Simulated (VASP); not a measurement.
Input of a VASP 6.6.1 run:

Contents of INCAR:

```
SYSTEM = BN
  ALGO = Normal
  EDIFF = 1E-6
  ENCUT = 520
  GGA = PE
  ISIF = 2
  ISMEAR = 0
  LASPH = .TRUE.
  LCHARG = .FALSE.
  LREAL = .FALSE.
  LWAVE = .FALSE.
  NBANDS = 11
  NELM = 80
  PREC = Accurate
  SIGMA = 0.05
```

Contents of KPOINTS:

```
k-points
0
G
  12 12 12
  0 0 0
```

The input POSCAR:

```
BN
1.0
   -0.2718590671      1.9075444542      1.8123937807
    1.8123937807     -0.2718590671      1.8123937807
    1.5405347136      1.6356853871      0.0000000000
B N
1 1
Direct
    0.0000000000      0.0000000000      0.0000000000
    0.7500000000      0.7500000000      0.7500000000
```

Potentials or basis: VASP PAW PBE potentials, release 64 (B, N).

Launch:

```bash
$ cat potpaw_PBE.64/B/POTCAR potpaw_PBE.64/N/POTCAR > POTCAR
$ mpirun -np 1 vasp_std > vasp.out
```

(1) Predict the largest force.

(2) What does it give for the band gap on the k mesh?

(3) Estimate the pressure.

## Answers

(1) 0.197 eV/Å.

(2) 0.90 eV, indirect (least direct gap 3.02 eV).

(3) 19.3 GPa.

Caveat: the cell differs from its parent crystal (engineering shear strain xz -0.3000, normal strain along z +0.0525).
